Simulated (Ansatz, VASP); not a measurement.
Two plane-wave programs on Sc3B2N

File INCAR:

```
SYSTEM = Sc3B2N
PREC = Accurate ; ENCUT = 600
EDIFF = 1E-6 ; ISMEAR = 0
SIGMA = 0.1 ; LREAL = .False.
LASPH = .True. ; NELM = 80
ALGO = Normal ; ISIF = 3
LWAVE = .False. ; LCHARG = .False.
GGA = PE ; IBRION = 2
NSW = 100 ; EDIFFG = -0.01
```

The input KPOINTS:

```
regular mesh
0
Gamma
  12 12 6
  0 0 0
```

The input POSCAR:

```
Sc3B2N
1.0
    3.2950443196      0.0000000000      0.0000000000
    0.0000000000      3.2950443196      0.0000000000
    0.0000000000      0.0000000000      7.6827245275
Sc B N
3 2 1
Direct
    0.0000000000      0.0000000000      0.6381209051
    0.0000000000      0.0000000000      0.2578799882
    0.5000000000      0.5000000000      0.9694943836
    0.0000000000      0.0000000000      0.9364334270
    0.5000000000      0.5000000000      0.4425747645
    0.5000000000      0.5000000000      0.2554965416
```

Input for Ansatz:

```yaml
crystal:
  lattice:
    - [3.2950443196, 0.0, 0.0]
    - [0.0, 3.2950443196, 0.0]
    - [0.0, 0.0, 7.6827245275]
  atoms:
    - { symbol: Sc, position: [0.0, 0.0, 0.6381209051] }
    - { symbol: Sc, position: [0.0, 0.0, 0.2578799882] }
    - { symbol: Sc, position: [0.5, 0.5, 0.9694943836] }
    - { symbol: B, position: [0.0, 0.0, 0.936433427] }
    - { symbol: B, position: [0.5, 0.5, 0.4425747645] }
    - { symbol: "N", position: [0.5, 0.5, 0.2554965416] }
basis:
  ecutwfc: 420
kpoints:
  mp_grid: { grid: [12, 12, 6] }
hamiltonian:
  xc: pbe
scf:
  occupations: { method: gaussian, width: 0.1 }
output:
  forces: true
  stress: true
  eigenvalues: true
relax:
  adjacent_minimum: "off"
  f_tol: 0.01
  max_steps: 80
  cell: { stress_tol: 0.05 }
```

Change from the starting cell: species swapped into the Dy2CuAg3 type (P4mm, No. 99).

Alike in both runs: task relaxation of cell and atoms; functional PBE; k mesh 12 × 12 × 6; occupations gaussian, width 0.1 eV; no spin polarisation.

|  | VASP | Ansatz |
| --- | --- | --- |
| version | VASP 6.6.1 | Ansatz 0.2.0 |
| potentials or method | VASP PAW PBE potentials, release 64 (Sc_sv, B, N), cutoff 600 eV | scalar-relativistic, plane waves, PAW |
| valence electrons in the cell | 44 | 44 |

```tsv
	VASP	Ansatz	Ansatz less VASP
gap on the k mesh at the Fermi level, each at its own relaxed structure (eV)	none	none	-
relaxed volume (Å³/atom)	13.95	13.91	-0.036
relaxed cell length with the largest relative difference (Å)	3.301	3.297	-0.0034
```

A gap of «none» marks a metal or a gap that the smearing closes.
